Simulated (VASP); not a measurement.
# W (C2/m) in VASP: further runs

Runs on W. Level: PBEsol. Tasks: single point.

All numbers are computed with VASP 6.6.1; they aren't measurements. Logs are shortened: lines on timing, memory, paths and dates and some standing lists are left out, and cuts for length are marked.

## Step 1: The cell of the first run

It takes space group C2/m (No. 12, monoclinic). The conventional cell has a = 3.195 Å, b = 4.518 Å, c = 9.126 Å, α = 90.00°, β = 98.05°, γ = 90.00°. W (site symmetry m) has 7 W at 2.28 to 2.77 Å within 3.0 Å. Within 3.6 Å of W (site symmetry m) lie 14 W at 2.77 to 3.19 Å.

## Step 2: Single point, PBEsol

File INCAR:

```
SYSTEM = W
  ALGO = Fast
  EDIFF = 1E-6
  ENCUT = 520
  GGA = PS
  ISIF = 2
  ISMEAR = 0
  LASPH = .True.
  LCHARG = .False.
  LREAL = .False.
  LWAVE = .False.
  NBANDS = 36
  NELM = 60
  PREC = Accurate
  SIGMA = 0.15
```

File KPOINTS:

```
k-points
0
Gamma
  18 18 5
  0 0 0
```

File POSCAR:

```
W
1.0
   -1.5973000000      1.5973000000     -1.5973000000
   -1.5973000000     -1.5973000000      1.5973000000
   -1.2778400000      6.3892000000      6.3892000000
W
4
Direct
   -0.3500000000     -0.3500000000      0.8750000000
    0.4500000000      0.4500000000      0.1250000000
   -0.1500000000     -0.1500000000      0.3750000000
    0.2500000000      0.2500000000      0.6250000000
```

Potentials or basis: VASP PAW PBE potentials, release 64 (W_sv).

The run is started by

```
$ cat potpaw_PBE.64/W_sv/POTCAR > POTCAR
$ mpirun -np 1 vasp_std > vasp.out
```

OUTCAR:

```text
SYSTEM = W
   EDIFF = 1E-6
   ENCUT = 520
   GGA = PS
   ISIF = 2
   ISMEAR = 0
   LASPH = .True.
   LREAL = .False.
   NELM = 60
   PREC = Accurate

 ion  position               nearest neighbor table
   1  0.650  0.650  0.875-   2 2.28   4 2.77   4 2.77   4 3.19   4 3.19   2 3.44   2 3.44
   2  0.450  0.450  0.125-   1 2.28   3 2.77   3 2.77   3 3.19   3 3.19   1 3.44   1 3.44
   3  0.850  0.850  0.375-   2 2.77   4 2.77   2 2.77   4 2.77   2 3.19   4 3.19   4 3.19   2 3.19

   4  0.250  0.250  0.625-   1 2.77   3 2.77   3 2.77   1 2.77   3 3.19   1 3.19   1 3.19   3 3.19

  LATTYP: Found a base centered monoclinic cell.
 ALAT       =     3.1946000000
 B/A-ratio  =     1.4142135624
 C/A-ratio  =     2.8565713714
 COS(beta)  =    -0.1400280084

  Lattice vectors:

 A1 = (   1.5973000000,  -1.5973000000,   1.5973000000)
 A2 = (   1.5973000000,   1.5973000000,  -1.5973000000)
 A3 = (  -1.2778400000,   6.3892000000,   6.3892000000)

Analysis of symmetry for initial positions (statically):
=====================================================================
 Subroutine PRICEL returns:
 Original cell was already a primitive cell.

 Routine SETGRP: Setting up the symmetry group for a
 base centered monoclinic supercell.

 Subroutine GETGRP returns: Found  4 space group operations
 (whereof  2 operations were pure point group operations)
 out of a pool of  4 trial point group operations.

The static configuration has the point symmetry C_1h.
 The point group associated with its full space group is C_2h.

Analysis of symmetry for dynamics (positions and initial velocities):
=====================================================================
 Subroutine PRICEL returns:
 Original cell was already a primitive cell.

 Routine SETGRP: Setting up the symmetry group for a
 base centered monoclinic supercell.

 Subroutine GETGRP returns: Found  4 space group operations
 (whereof  2 operations were pure point group operations)
 out of a pool of  4 trial point group operations.

The dynamic configuration has the point symmetry C_1h.
 The point group associated with its full space group is C_2h.

 Subroutine INISYM returns: Found  4 space group operations
 (whereof  2 operations are pure point group operations),
 and found     1 'primitive' translations

----------------------------------------------------------------------------------------

                                     Primitive cell

  volume of cell :      65.2048

  direct lattice vectors                    reciprocal lattice vectors
    -1.597300000  1.597300000 -1.597300000    -0.313028235  0.125211294 -0.187816941
    -1.597300000 -1.597300000  1.597300000    -0.313028235 -0.187816941  0.125211294
    -1.277840000  6.389200000  6.389200000     0.000000000  0.078257059  0.078257059

  length of vectors
     2.766604755  2.766604755  9.125602903     0.385927127  0.385927127  0.110672194

  position of ions in fractional coordinates (direct lattice)
     0.650000000  0.650000000  0.875000000
     0.450000000  0.450000000  0.125000000
     0.850000000  0.850000000  0.375000000
     0.250000000  0.250000000  0.625000000

  ion indices of the primitive-cell ions
   primitive index   ion index
                 1           1
                 2           2
                 3           3
                 4           4

----------------------------------------------------------------------------------------

 KPOINTS: k-points

Automatic generation of k-mesh.
 Grid dimensions read from file:
 generate k-points for:   18   18    5

 Generating k-lattice:

  Cartesian coordinates                     Fractional coordinates (reciprocal lattice)
    -0.017390458  0.006956183 -0.010434275     0.055555556  0.000000000  0.000000000
    -0.017390458 -0.010434275  0.006956183     0.000000000  0.055555556  0.000000000
     0.000000000  0.015651412  0.015651412     0.000000000  0.000000000  0.200000000

  Length of vectors
     0.021440396  0.021440396  0.022134439

  Shift w.r.t. Gamma in fractional coordinates (k-lattice)
     0.000000000  0.000000000  0.000000000

 Subroutine IBZKPT returns following result:
 ===========================================

 Found    433 irreducible k-points:

 Following reciprocal coordinates:
            Coordinates               Weight
  0.000000  0.000000  0.000000      1.000000
  0.055556 -0.000000  0.000000      4.000000
  0.111111 -0.000000  0.000000      4.000000
  0.166667  0.000000 -0.000000      4.000000
  0.222222 -0.000000 -0.000000      4.000000
  0.277778  0.000000  0.000000      4.000000
[... 16 lines left out ...]
 -0.277778  0.055556  0.000000      4.000000
 -0.222222  0.055556  0.000000      4.000000
 [... further k-points ...]
   k-points           NKPTS =    433   k-points in BZ     NKDIM =    433   number of bands    NBANDS=     36
   number of dos      NEDOS =    301   number of ions     NIONS =      4
   total plane-waves  NPLWV =  40320
   dimension x,y,z NGX =    24 NGY =   24 NGZ =   70
   dimension x,y,z NGXF=    48 NGYF=   48 NGZF=  140
   ions per type =               4
   NGX,Y,Z   is equivalent  to a cutoff of  14.42, 14.42, 12.75 a.u.
   NGXF,Y,Z  is equivalent  to a cutoff of  28.84, 28.84, 25.50 a.u.
 SYSTEM =  W
   PREC   = accura    normal or accurate (medium, high low for compatibility)
   ISTART =      0    job   : 0-new  1-cont  2-samecut
   ICHARG =      2    charge: 1-file 2-atom 10-const
   ISPIN  =      1    spin polarized calculation?
   LNONCOLLINEAR =      F non collinear calculations
   LSORBIT =      F    spin-orbit coupling
   LASPH  =      T    aspherical Exc in radial PAW
   ENCUT  =  520.0 eV  38.22 Ry    6.18 a.u.   5.14  5.14 16.97*2*pi/ulx,y,z
   NELM   =     60;   NELMIN=  2; NELMDL= -5     # of ELM steps
   EDIFF  = 0.1E-05   stopping-criterion for ELM
   LREAL  =      F    real-space projection
   EDIFFG = 0.1E-04   stopping-criterion for IOM
   NSW    =      0    number of steps for IOM
   IBRION =     -1    ionic relax: 0-MD 1-quasi-New 2-CG
   NFREE  =      0    steps in history (QN), initial steepest desc. (CG)
   ISIF   =      2    stress and relaxation
   ISYM   =      2    0-nonsym 1-usesym 2-fastsym
   POTIM  = 0.5000    time-step for ionic-motion
   TEBEG  =    0.0;   TEEND  =   0.0 temperature during run
   PSTRESS=    0.0 pullay stress
   NELECT =      56.0000    total number of electrons
   NUPDOWN=      -1.0000    fix difference up-down
   EMIN   =  10.00;   EMAX   =-10.00  energy-range for DOS
   EFERMI =   0.00;   METHOD = LEGACY
   ISMEAR =     0;   SIGMA  =   0.15  broadening in eV -4-tet -1-fermi 0-gaus
   EFERMI_NEDOS =   21; number of points for ismear=-14 and -15
   IALGO  =     68    algorithm
   IMIX   =      4    mixing-type and parameters
     AMIX     =   0.40;   BMIX     =  1.00
     AMIX_MAG =   1.60;   BMIX_MAG =  1.00
  volume/ion in A,a.u.               =      16.30       110.01
  Fermi-wavevector in a.u.,A,eV,Ry     =   1.556125  2.940649 32.946829  2.421524
  Thomas-Fermi vector in A             =   2.659966
   LORBIT       =      0    0 simple, 1 ext, 2 COOP (PROOUT), +10 PAW based schemes
   GGA     = PS    functional components
   LHFCALC =     F    Hartree Fock is set to
   AEXX    =    0.0000 exact exchange contribution
   IVDW    =     0    specifies the selected vdW correction
   LEPSILON=     F    determine dielectric tensor
   LRPA    =     F    only Hartree local field effects (RPA)
 non-spin polarized calculation
 RMM-DIIS sequential band-by-band and
 Gauss-broadening in eV      SIGMA  =   0.15
  energy-cutoff  :      520.00
  volume of cell :       65.20
 maximum number of plane-waves:      1779
 NGX is ok and might be reduce to    24
   NGX = 11   NGY = 11   NGZ = 33

 number of electron      55.9999994 magnetization

 Free energy of the ion-electron system (eV)
  ---------------------------------------------------
  ext. energy  EPLUGINS =         0.00000000
  ---------------------------------------------------
  free energy    TOTEN  =       -53.15276609 eV

  energy without entropy =      -53.12291057  energy(sigma->0) =      -53.13783833

 E-fermi :  10.8176     XC(G=0): -13.5608

 val. band max:       10.8154260732   @ k =   0.2778   0.2778  -0.0000
 cond. band min:      10.8201739948   @ k =  -0.3889   0.2778   0.4000
 fundamental gap:      0.0047479217
 Fermi energy:        10.8175986551

 k-point     1 :       0.0000    0.0000    0.0000
  band No.  band energies     occupation
      1     -63.3266      2.00000
      2     -63.2645      2.00000
      3     -63.1625      2.00000
      4     -62.9201      2.00000
      5     -28.5559      2.00000
      6     -27.7440      2.00000
[... 28 lines left out ...]
     35      13.0972      0.00000
     36      13.1950      0.00000

 k-point     2 :       0.0556   -0.0000    0.0000
  band No.  band energies     occupation
      1     -63.3242      2.00000
      2     -63.2631      2.00000
      3     -63.1607      2.00000
      4     -62.9185      2.00000
      5     -28.5490      2.00000
      6     -27.7476      2.00000
[... 28 lines left out ...]
     35      13.0186      0.00000
     36      13.2551      0.00000

 k-point     3 :       0.1111   -0.0000    0.0000
  band No.  band energies     occupation
      1     -63.3173      2.00000
      2     -63.2591      2.00000
      3     -63.1557      2.00000
      4     -62.9137      2.00000
      5     -28.5297      2.00000
      6     -27.7583      2.00000
[... 28 lines left out ...]
     35      12.9185      0.00000
     36      13.3147      0.00000

 k-point     4 :       0.1667    0.0000   -0.0000
  band No.  band energies     occupation
      1     -63.3064      2.00000
      2     -63.2532      2.00000
      3     -63.1481      2.00000
      4     -62.9062      2.00000
      5     -28.5010      2.00000
      6     -27.7764      2.00000
[... 28 lines left out ...]
     35      12.9221      0.00000
     36      13.3015      0.00000

 k-point     5 :       0.2222   -0.0000   -0.0000
  band No.  band energies     occupation
      1     -63.2929      2.00000
      2     -63.2461      2.00000
      3     -63.1388      2.00000
      4     -62.8971      2.00000
      5     -28.4683      2.00000
      6     -27.8038      2.00000
[... 655 lines left out ...]
 k-point    22 :      -0.3333    0.0556    0.0000
  band No.  band energies     occupation
      1     -63.2665      2.00000
      2     -63.2299      2.00000
      3     -63.1189      2.00000
      4     -62.8776      2.00000
      5     -28.4188      2.00000
      6     -27.8803      2.00000
[... 28 lines left out ...]
     35      13.6965      0.00000
     36      13.9722      0.00000

 k-point    23 :      -0.2778    0.0556    0.0000
  band No.  band energies     occupation
      1     -63.2811      2.00000
      2     -63.2363      2.00000
      3     -63.1282      2.00000
      4     -62.8868      2.00000
      5     -28.4443      2.00000
      6     -27.8196      2.00000
[... 28 lines left out ...]
     35      13.2930      0.00000
     36      13.5527      0.00000

 k-point    24 :      -0.2222    0.0556    0.0000
  band No.  band energies     occupation
      1     -63.2954      2.00000
      2     -63.2439      2.00000
      3     -63.1380      2.00000
      4     -62.8965      2.00000
      5     -28.4768      2.00000
      6     -27.7754      2.00000
[... 28 lines left out ...]
     35      12.9883      0.00000
     36      13.4457      0.00000

 [... further k-points ...]

------------------------ aborting loop because EDIFF is reached ----------------------------------------

  FORCE on cell =-STRESS in cart. coord.  units (eV):
  Direction    XX          YY          ZZ          XY          YZ          ZX
  --------------------------------------------------------------------------------------
  -------------------------------------------------------------------------------------
  Total       -3.8839614      1.7659296      1.7659296      2.5338037      5.0846855      2.5338046
  in kB      -95.4346375     43.3914860     43.3914860     62.2592789    124.9381932     62.2593018
  external PRESSURE =      -2.8838885 kB  Pullay stress =       0.0000000 kB

 VOLUME and BASIS-vectors are now :
 -----------------------------------------------------------------------------
  energy-cutoff  :      520.00
  volume of cell :       65.20
      direct lattice vectors                 reciprocal lattice vectors
    -1.597300000  1.597300000 -1.597300000    -0.313028235  0.125211294 -0.187816941
    -1.597300000 -1.597300000  1.597300000    -0.313028235 -0.187816941  0.125211294
    -1.277840000  6.389200000  6.389200000     0.000000000  0.078257059  0.078257059

 POSITION                                       TOTAL-FORCE (eV/Angst)
 -----------------------------------------------------------------------------------
     -3.19460      5.59055      5.59055        -1.666842     -3.413550     -3.413550
     -1.59730      0.79865      0.79865         1.666842      3.413550      3.413550
     -3.19460      2.39595      2.39595         0.078505      0.243999      0.243999
     -1.59730      3.99325      3.99325        -0.078505     -0.243999     -0.243999
 -----------------------------------------------------------------------------------
    total drift:                                0.000001      0.000001      0.000001

  FREE ENERGIE OF THE ION-ELECTRON SYSTEM (eV)
  ---------------------------------------------------
  free  energy   TOTEN  =       -53.1527660948 eV

  energy  without entropy=      -53.1229105682  energy(sigma->0) =      -53.13783833
```

It took 13 min on 1 thread of AMD EPYC 9R45 (Zen 5), shared host; peak memory 0.71 GiB.

Results:

* Free energy: -53.1528 eV
* Pressure: -0.3 GPa
* Largest force: 5.107 eV/Å
* Band gap on the k mesh: zero (bands 28 and 29 overlap by 2.02 eV)

Forces in eV/Å, atoms in the order of the input:
```
W   -1.667 -3.414 -3.414
W    1.667  3.414  3.414
W    0.079  0.244  0.244
W   -0.079 -0.244 -0.244
```

Levels at points of the mesh, in eV from the Fermi level:
```
           k point  band 24  band 25  band 26  band 27  band 28  band 29  band 30  band 31  band 32  band 33
(0.00, 0.00, 0.00)    -1.67    -1.56    -1.44    -1.12    -0.44     0.06     0.71     0.94     1.51     1.72
(0.50, 0.00, 0.00)    -2.59    -1.87    -1.52     0.09     0.31     1.41     1.97     1.98     2.75     3.05
(0.50, 0.50, 0.00)    -2.74    -2.52    -1.24     0.69     0.88     1.46     2.59     2.72     3.35     5.14
```

Caveat: the PAW data sets were made with another functional, which shifts forces and pressure a little; spin-orbit coupling is left out, which moves the levels of the heavy elements.

(Continued in part 2 of 2.)
